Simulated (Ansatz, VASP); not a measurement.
**Rh: VASP beside Ansatz**

```
Rh
1.0
     0.00000    1.90036    1.90036
     1.90036    0.00000    1.90036
     1.90036    1.90036    0.00000
Rh
1
Direct
  0.00000 0.00000 0.00000
```

Alike in both runs: functional r2SCAN; k mesh 20 × 20 × 20; occupations fermi-dirac, width 0.08 eV; no spin polarisation.

Ansatz relaxed the structure, and its values are those at the end. VASP's run is a single point on that final structure, the one shown.

```csv
,VASP,Ansatz
version,VASP 6.6.1,Ansatz 0.2.0
potentials or method,"VASP PAW PBE potentials, release 64 (Rh_sv_GW)","PAW with Ansatz's default frozen-core files, scalar-relativistic"
plane-wave cutoff (eV),580,500
valence electrons in the cell,17,17
```

VASP gave:

```
pressure (GPa) : -1.6
```

Question: What did Ansatz give for the same quantities?

Answer: Pressure (GPa): 0.0.

VASP's potentials were made for PBE, not for r2SCAN.
